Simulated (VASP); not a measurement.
# Na3C in VASP: single point with PBEsol

Aim: the single point of Na3C with PBEsol.

Everything below comes from runs of VASP 6.6.1. Logs are shortened: lines on timing, memory, paths and dates and some standing lists are left out, and cuts for length are marked.

## Step 1: The cell of the first run

The cell holds a slab with vacuum, 4 atoms: a = 3.609 Å, b = 3.609 Å, c = 24.894 Å, α = 90.00°, β = 90.00°, γ = 109.47°.

## Step 2: Single point, PBEsol

The input, INCAR:

```
  PREC = Accurate
  ENCUT = 520
  EDIFF = 1E-6
  ISMEAR = 0
  SIGMA = 0.1
  LREAL = F
  LASPH = T
  NELM = 120
  ALGO = Normal
  ISIF = 2
  LWAVE = F
  LCHARG = F
  LDIPOL = T
  IDIPOL = 3
  DIPOL = 0.5 0.5 0.513
  GGA = PS
  NBANDS = 20
  GGA_COMPAT = F
  NELMDL = -8
```

The input, KPOINTS:

```
Automatic mesh
0
Gamma
  9 9 1
```

The input, POSCAR:

```
Na3C
1.0
    3.6090446020      0.0000000000      0.0000000000
   -1.2030148673      3.4026398823      0.0000000000
    0.0000000000      0.0000000000     24.8935451559
Na C
3 1
Direct
    0.5000000000      0.5000000000      0.3414539772
    0.0000000000      0.0000000000      0.4573761270
    0.5000000000      0.5000000000      0.5784667220
    0.5000000000      0.5000000000      0.6741171261
```

Potentials or basis: VASP PAW PBE potentials, release 64 (Na_pv, C).

On the command line:

```sh
> cat potpaw_PBE.64/Na_pv/POTCAR potpaw_PBE.64/C/POTCAR > POTCAR
> mpirun -np 1 vasp_std > vasp.out
```

OUTCAR:

```text
PREC = Accurate
   ENCUT = 520
   EDIFF = 1E-6
   ISMEAR = 0
   LREAL = F
   LASPH = T
   NELM = 120
   ISIF = 2
   GGA = PS
   NELMDL = -8

 ion  position               nearest neighbor table
   1  0.500  0.500  0.341-
   2  0.000  0.000  0.457-
   3  0.500  0.500  0.578-   4 2.38
   4  0.500  0.500  0.674-   3 2.38

  LATTYP: Found a base centered orthorhombic cell.
 ALAT       =     4.1673657450
 B/A-ratio  =     1.4142135624
 C/A-ratio  =     5.9734486193

  Lattice vectors:

 A1 = (   3.6090446020,   0.0000000000,   0.0000000000)
 A2 = (  -1.2030148673,   3.4026398823,   0.0000000000)
 A3 = (   0.0000000000,   0.0000000000,  24.8935451559)

Analysis of symmetry for initial positions (statically):
=====================================================================
 Subroutine PRICEL returns:
 Original cell was already a primitive cell.

 Routine SETGRP: Setting up the symmetry group for a
 base centered orthorhombic supercell.

 Subroutine GETGRP returns: Found  4 space group operations
 (whereof  4 operations were pure point group operations)
 out of a pool of  8 trial point group operations.

The static configuration has the point symmetry C_2v.

Analysis of symmetry for dynamics (positions and initial velocities):
=====================================================================
 Subroutine PRICEL returns:
 Original cell was already a primitive cell.

 Routine SETGRP: Setting up the symmetry group for a
 base centered orthorhombic supercell.

 Subroutine GETGRP returns: Found  4 space group operations
 (whereof  4 operations were pure point group operations)
 out of a pool of  8 trial point group operations.

The dynamic configuration has the point symmetry C_2v.

 Subroutine INISYM returns: Found  4 space group operations
 (whereof  4 operations are pure point group operations),
 and found     1 'primitive' translations

----------------------------------------------------------------------------------------

                                     Primitive cell

  volume of cell :     305.6997

  direct lattice vectors                    reciprocal lattice vectors
     3.609044602  0.000000000  0.000000000     0.277081641  0.097963154  0.000000000
    -1.203014867  3.402639882  0.000000000     0.000000000  0.293889461  0.000000000
     0.000000000  0.000000000 24.893545156     0.000000000  0.000000000  0.040171056

  length of vectors
     3.609044602  3.609044602 24.893545156     0.293889461  0.293889461  0.040171056

  position of ions in fractional coordinates (direct lattice)
     0.500000000  0.500000000  0.341453977
     0.000000000  0.000000000  0.457376127
     0.500000000  0.500000000  0.578466722
     0.500000000  0.500000000  0.674117126

  ion indices of the primitive-cell ions
   primitive index   ion index
                 1           1
                 2           2
                 3           3
                 4           4

----------------------------------------------------------------------------------------

 KPOINTS: Automatic mesh

Automatic generation of k-mesh.
 Grid dimensions read from file:
 generate k-points for:    9    9    1

 Generating k-lattice:

  Cartesian coordinates                     Fractional coordinates (reciprocal lattice)
     0.030786849  0.010884795  0.000000000     0.111111111  0.000000000  0.000000000
     0.000000000  0.032654385  0.000000000     0.000000000  0.111111111  0.000000000
     0.000000000  0.000000000  0.040171056     0.000000000  0.000000000  1.000000000

  Length of vectors
     0.032654385  0.032654385  0.040171056

  Shift w.r.t. Gamma in fractional coordinates (k-lattice)
     0.000000000  0.000000000  0.000000000

 Subroutine IBZKPT returns following result:
 ===========================================

 Found     25 irreducible k-points:

 Following reciprocal coordinates:
            Coordinates               Weight
  0.000000  0.000000  0.000000      1.000000
  0.111111  0.000000  0.000000      4.000000
  0.222222  0.000000  0.000000      4.000000
  0.333333  0.000000  0.000000      4.000000
  0.444444  0.000000  0.000000      4.000000
  0.111111  0.111111  0.000000      2.000000
[... 16 lines left out ...]
 -0.333333  0.333333  0.000000      2.000000
  0.444444  0.444444  0.000000      2.000000
   k-points           NKPTS =     25   k-points in BZ     NKDIM =     25   number of bands    NBANDS=     20
   number of dos      NEDOS =    301   number of ions     NIONS =      4
   total plane-waves  NPLWV = 150528
   dimension x,y,z NGX =    28 NGY =   28 NGZ =  192
   dimension x,y,z NGXF=    56 NGYF=   56 NGZF=  384
   ions per type =               3   1
   NGX,Y,Z   is equivalent  to a cutoff of  12.90, 12.90, 12.82 a.u.
   NGXF,Y,Z  is equivalent  to a cutoff of  25.80, 25.80, 25.64 a.u.
 SYSTEM =  unknown system
   PREC   = accura    normal or accurate (medium, high low for compatibility)
   ISTART =      0    job   : 0-new  1-cont  2-samecut
   ICHARG =      2    charge: 1-file 2-atom 10-const
   ISPIN  =      1    spin polarized calculation?
   LNONCOLLINEAR =      F non collinear calculations
   LSORBIT =      F    spin-orbit coupling
   LASPH  =      T    aspherical Exc in radial PAW
   ENCUT  =  520.0 eV  38.22 Ry    6.18 a.u.   6.71  6.71 46.29*2*pi/ulx,y,z
   NELM   =    120;   NELMIN=  2; NELMDL= -8     # of ELM steps
   EDIFF  = 0.1E-05   stopping-criterion for ELM
   LREAL  =      F    real-space projection
   EDIFFG = 0.1E-04   stopping-criterion for IOM
   NSW    =      0    number of steps for IOM
   IBRION =     -1    ionic relax: 0-MD 1-quasi-New 2-CG
   NFREE  =      0    steps in history (QN), initial steepest desc. (CG)
   ISIF   =      2    stress and relaxation
   ISYM   =      2    0-nonsym 1-usesym 2-fastsym
   POTIM  = 0.5000    time-step for ionic-motion
   TEBEG  =    0.0;   TEEND  =   0.0 temperature during run
   PSTRESS=    0.0 pullay stress
   NELECT =      25.0000    total number of electrons
   NUPDOWN=      -1.0000    fix difference up-down
   EMIN   =  10.00;   EMAX   =-10.00  energy-range for DOS
   EFERMI =   0.00;   METHOD = LEGACY
   ISMEAR =     0;   SIGMA  =   0.10  broadening in eV -4-tet -1-fermi 0-gaus
   EFERMI_NEDOS =   21; number of points for ismear=-14 and -15
   IALGO  =     38    algorithm
   IMIX   =      4    mixing-type and parameters
     AMIX     =   0.40;   BMIX     =  1.00
     AMIX_MAG =   1.60;   BMIX_MAG =  1.00
  volume/ion in A,a.u.               =      76.42       515.74
  Fermi-wavevector in a.u.,A,eV,Ry     =   0.710597  1.342833  6.870230  0.504948
  Thomas-Fermi vector in A             =   1.797486
   LORBIT       =      0    0 simple, 1 ext, 2 COOP (PROOUT), +10 PAW based schemes
   GGA     = PS    functional components
   LHFCALC =     F    Hartree Fock is set to
   AEXX    =    0.0000 exact exchange contribution
   IVDW    =     0    specifies the selected vdW correction
   LEPSILON=     F    determine dielectric tensor
   LRPA    =     F    only Hartree local field effects (RPA)
 non-spin polarized calculation
 Gauss-broadening in eV      SIGMA  =   0.10
  energy-cutoff  :      520.00
  volume of cell :      305.70
 maximum number of plane-waves:      8256
   NGX = 13   NGY = 13   NGZ = 93

 number of electron      25.0000025 magnetization

 dipolmoment           0.000000      0.000000      0.239443 electrons x Angstroem

 Free energy of the ion-electron system (eV)
  ---------------------------------------------------
  ext. energy  EPLUGINS =         0.00000000
  ---------------------------------------------------
  free energy    TOTEN  =        -5.96783858 eV

  energy without entropy =       -5.94068845  energy(sigma->0) =       -5.95426352

 E-fermi :  -2.6867     XC(G=0):  -3.4137

 val. band max:       -2.6876963996   @ k =  -0.4444   0.2222   0.0000
 cond. band min:      -2.6541741685   @ k =  -0.3333   0.1111   0.0000
 fundamental gap:      0.0335222311
 Fermi energy:        -2.6866595468

 k-point     1 :       0.0000    0.0000    0.0000
  band No.  band energies     occupation
      1     -27.6930      2.00000
      2     -27.6605      2.00000
      3     -27.6580      2.00000
      4     -27.4453      2.00000
      5     -27.4280      2.00000
      6     -27.4221      2.00000
[... 12 lines left out ...]
     19       1.5215      0.00000
     20       2.7496      0.00000

 k-point     2 :       0.1111    0.0000    0.0000
  band No.  band energies     occupation
      1     -27.6926      2.00000
      2     -27.6629      2.00000
      3     -27.6590      2.00000
      4     -27.4450      2.00000
      5     -27.4300      2.00000
      6     -27.4236      2.00000
[... 12 lines left out ...]
     19       1.6803      0.00000
     20       2.9115      0.00000

 k-point     3 :       0.2222    0.0000    0.0000
  band No.  band energies     occupation
      1     -27.6916      2.00000
      2     -27.6711      2.00000
      3     -27.6596      2.00000
      4     -27.4440      2.00000
      5     -27.4373      2.00000
      6     -27.4250      2.00000
[... 12 lines left out ...]
     19       2.0144      0.00000
     20       2.2268      0.00000

 k-point     4 :       0.3333    0.0000    0.0000
  band No.  band energies     occupation
      1     -27.6904      2.00000
      2     -27.6806      2.00000
      3     -27.6599      2.00000
      4     -27.4466      2.00000
      5     -27.4429      2.00000
      6     -27.4255      2.00000
[... 429 lines left out ...]
 k-point    23 :      -0.3333    0.3333    0.0000
  band No.  band energies     occupation
      1     -27.6888      2.00000
      2     -27.6833      2.00000
      3     -27.6710      2.00000
      4     -27.4476      2.00000
      5     -27.4413      2.00000
      6     -27.4387      2.00000
[... 12 lines left out ...]
     19       2.1595      0.00000
     20       2.8333      0.00000

 k-point    24 :       0.4444    0.4444    0.0000
  band No.  band energies     occupation
      1     -27.6906      2.00000
      2     -27.6875      2.00000
      3     -27.6748      2.00000
      4     -27.4549      2.00000
      5     -27.4425      2.00000
      6     -27.4401      2.00000
[... 12 lines left out ...]
     19       1.2409      0.00000
     20       1.9295      0.00000

 [... further k-points ...]

------------------------ aborting loop because EDIFF is reached ----------------------------------------

 vacuum level on the upper side and lower side of the slab       (xc-potential included)         1.721        -1.733

  FORCE on cell =-STRESS in cart. coord.  units (eV):
  Direction    XX          YY          ZZ          XY          YZ          ZX
  --------------------------------------------------------------------------------------
  -------------------------------------------------------------------------------------
  Total       -1.9759501     -1.8844226      0.0329530      0.1294395      0.0000000      0.0000000
  in kB      -10.3559889     -9.8762915      0.1727072      0.6783946      0.0000000      0.0000000
  external PRESSURE =      -6.6865244 kB  Pullay stress =       0.0000000 kB

 VOLUME and BASIS-vectors are now :
 -----------------------------------------------------------------------------
  energy-cutoff  :      520.00
  volume of cell :      305.70
      direct lattice vectors                 reciprocal lattice vectors
     3.609044602  0.000000000  0.000000000     0.277081641  0.097963154  0.000000000
    -1.203014867  3.402639882  0.000000000     0.000000000  0.293889461  0.000000000
     0.000000000  0.000000000 24.893545156     0.000000000  0.000000000  0.040171056

 POSITION                                       TOTAL-FORCE (eV/Angst)
 -----------------------------------------------------------------------------------
      1.20301      1.70132      8.50000         0.000000      0.000000      0.009498
      0.00000      0.00000     11.38571         0.000000      0.000000     -0.012435
      1.20301      1.70132     14.40009         0.000000      0.000000     -0.016557
      1.20301      1.70132     16.78117        -0.000000      0.000000      0.019493
 -----------------------------------------------------------------------------------
    total drift:                                0.000000      0.000000     -0.000030

  FREE ENERGIE OF THE ION-ELECTRON SYSTEM (eV)
  ---------------------------------------------------
  free  energy   TOTEN  =        -5.9678385774 eV

  energy  without entropy=       -5.9406884533  energy(sigma->0) =       -5.95426352

 vacuum level on the upper side and lower side of the slab         3.668         0.140
```

It took 9.3 min on 1 thread of Intel Xeon 8259CL, shared host; peak memory 0.46 GiB.

Results:

```yaml
Free_energy: -5.9678 eV
Largest_force: 0.019 eV/Å
Band_gap_on_the_k_mesh: zero (an odd number of electrons rules out a gap without spin polarisation)
```

Forces in eV/Å, atoms in the order of the input:
```
Na   0.000  0.000  0.009
Na   0.000  0.000 -0.012
Na   0.000  0.000 -0.017
C    0.000  0.000  0.019
```

Caveat: the PAW data sets were made with another functional, which shifts forces and pressure a little.
